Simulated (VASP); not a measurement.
Sb, 2 atoms in the cell. It takes space group R-3m (No. 166, trigonal). Conventional cell: a = 4.272 Å, b = 4.272 Å, c = 11.157 Å, α = 90.00°, β = 90.00°, γ = 120.00°. Sb (site symmetry 3m) has 6 Sb at 2.88 to 3.32 Å within 3.8 Å.  This cell differs from its parent crystal: volume scaled by 0.98.

| Quantity | Value |
| --- | --- |
| Program | VASP 6.6.1 |
| Task | electric field gradients |
| Functional | PBE |
| Potentials or basis | VASP PAW PBE potentials, release 64 (Sb) |
| Cutoff | 520 eV |
| k mesh | 9 × 9 × 9 |
| Occupations | fermi-dirac, width 0.05 eV |
| Spin | no spin polarisation |
| Dipole correction | no |
| Further INCAR settings | ALGO = Normal; EDIFF = 1e-08; NBANDS = 12 |

Potentials or basis: VASP PAW PBE potentials, release 64 (Sb).

Command:

```bash
$ cat potpaw_PBE.64/Sb/POTCAR > POTCAR
$ mpirun -np 1 vasp_std > vasp.out
```

Hardware: 1 thread of Intel Xeon 6975P-C (shared host).

Task: Estimate the wall time of this run.

Result: Run time: 50 s on 1 thread of Intel Xeon 6975P-C (shared host), peak memory 0.22 GiB. Counts: scf iterations 14, k points 85.
